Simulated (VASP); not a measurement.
Input of a VASP 6.6.1 run:

Contents of INCAR:

```
SYSTEM = Be2C
PREC = Accurate
ENCUT = 600
EDIFF = 1E-6
ISMEAR = -1
SIGMA = 0.05
LREAL = .False.
LASPH = .True.
NELM = 120
ALGO = Normal
ISIF = 2
LWAVE = .False.
LCHARG = .False.
GGA = PS
NBANDS = 11
GGA_COMPAT = .False.
```

Contents of KPOINTS:

```
Automatic mesh
0
Gamma
  11 11 11
  0 0 0
```

The input POSCAR:

```
Be2C
1.0
    0.0000000000      2.1504693608      2.1504693608
    2.1504693608      0.0000000000      2.1504693608
    2.1504693608      2.1504693608      0.0000000000
C Be
1 2
Direct
    0.0000000000      0.0000000000      0.0000000000
    0.7500000000      0.7500000000      0.7500000000
    0.2500000000      0.2500000000      0.2500000000
```

Potentials or basis: VASP PAW PBE potentials, release 64 (C, Be).

The run is started by

```console
$ cat potpaw_PBE.64/C/POTCAR potpaw_PBE.64/Be/POTCAR > POTCAR
$ mpirun -np 1 vasp_std > vasp.out
```

(1) Predict the pressure.

(2) Estimate the band gap on the k mesh.

## Answers

(1) 2.0 GPa.

(2) 1.17 eV, indirect (least direct gap 4.12 eV).

Caveat: the PAW data sets were made with another functional, which shifts forces and pressure a little.
